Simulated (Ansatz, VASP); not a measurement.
## One calculation of SnBi2O5, two programs

```xyz
8
Lattice="3.9508 0.0000 0.0000 0.0000 3.9508 0.0000 0.0000 0.0000 9.3462" Properties=species:S:1:pos:R:3 pbc="T T T"
Sn    0.0000    0.0000    4.6731
Bi    1.9754    1.9754    2.1737
Bi    1.9754    1.9754    7.1725
O     0.0000    1.9754    3.3985
O     1.9754    1.9754    0.0000
O     1.9754    0.0000    3.3985
O     1.9754    0.0000    5.9477
O     0.0000    1.9754    5.9477
```

Alike in both runs: functional PBE; k mesh 10 × 10 × 4; occupations gaussian, width 0.1 eV; no spin polarisation.

Ansatz relaxed the structure, and its values are those at the end. VASP's run is a single point on that final structure, the one shown.

```csv
,VASP,Ansatz
version,VASP 6.6.1,Ansatz 0.2.0
potentials or method,"VASP PAW PBE potentials, release 64 (Sn_d, Bi_d, O), cutoff 520 eV","scalar-relativistic, plane waves, PAW"
valence electrons in the cell,74,74
```

|  | VASP | Ansatz | Ansatz less VASP |
| --- | --- | --- | --- |
| gap on the k mesh at the Fermi level (eV) | none | none | - |
| pressure (GPa) | 0.1 | 0.0 | -0.14 |

A gap of «none» marks a metal or a gap that the smearing closes. With one functional, cell and mesh, what is left measures potentials, basis and numerics.

Spin-orbit coupling is off throughout.
